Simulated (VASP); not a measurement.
A run of VASP 6.6.1 is set up as follows.

The input POSCAR:

```
CdSe
1.0
    4.2819943671      0.0000000000      0.0000000000
   -2.1409971835      3.7083159008      0.0000000000
    0.0000000000      0.0000000000      6.9797285415
Cd Se
2 2
Direct
    0.3333333333      0.6666666667      0.0044682707
    0.6666666667      0.3333333333      0.5044682707
    0.3333333333      0.6666666667      0.3805317293
    0.6666666667      0.3333333333      0.8805317293
```

File INCAR.step1:

```
ALGO     = Normal         # electronic algorithm
EDIFF    = 1E-4           # SCF threshold, eV
ENCUT    = 600            # plane-wave cutoff, eV
GGA      = PE             # functional
ISMEAR   = 0              # smearing method
LASPH    = True           # aspherical terms in the spheres
LCHARG   = False          # write CHGCAR
LREAL    = False          # projectors in reciprocal space
LWAVE    = True           # write WAVECAR
NELM     = 60             # most SCF steps
PREC     = Accurate       # precision mode
SIGMA    = 0.05           # smearing width, eV
```

The input INCAR.step2:

```
ALGO     = Normal         # electronic algorithm
EDIFF    = 1E-7           # SCF threshold, eV
EDIFFG   = -0.01          # ionic threshold
ENCUT    = 600            # plane-wave cutoff, eV
IBRION   = 2              # ionic algorithm
ISIF     = 4              # what is computed and relaxed
ISMEAR   = 0              # smearing method
ISTART   = 1            
LASPH    = True           # aspherical terms in the spheres
LCHARG   = False          # write CHGCAR
LMIXTAU  = True         
LREAL    = False          # projectors in reciprocal space
LWAVE    = False          # write WAVECAR
METAGGA  = R2SCAN         # meta-GGA
NELM     = 60             # most SCF steps
NSW      = 60             # ionic steps
PREC     = Accurate       # precision mode
SIGMA    = 0.05           # smearing width, eV
```

File KPOINTS:

```
k-points
0
Gamma
  10 10 6
```

Potentials or basis: VASP PAW PBE potentials, release 64 (Cd, Se).

The run is started by

```bash
$ cat potpaw_PBE.64/Cd/POTCAR potpaw_PBE.64/Se/POTCAR > POTCAR
$ cp INCAR.step1 INCAR
$ mpirun -np 1 vasp_std > vasp.out
$ cp INCAR.step2 INCAR
$ mpirun -np 1 vasp_std > vasp.out
```

Question: Predict the band gap on the k mesh.

Answer: 1.19 eV.

Final structure:
```
Cd Se
1.0
     4.28199    0.00000    0.00000
    -2.14100    3.70832    0.00000
     0.00000    0.00000    6.97973
Cd Se
2 2
Direct
  0.33333 0.66667 0.00447
  0.66667 0.33333 0.50447
  0.33333 0.66667 0.38053
  0.66667 0.33333 0.88053
```

Caveat: the relaxation stopped at its first step, so nothing moved; the PAW data sets were made with another functional, which shifts forces and pressure a little. r2SCAN opens gaps a little over a GGA but as a rule still falls short of measured ones.
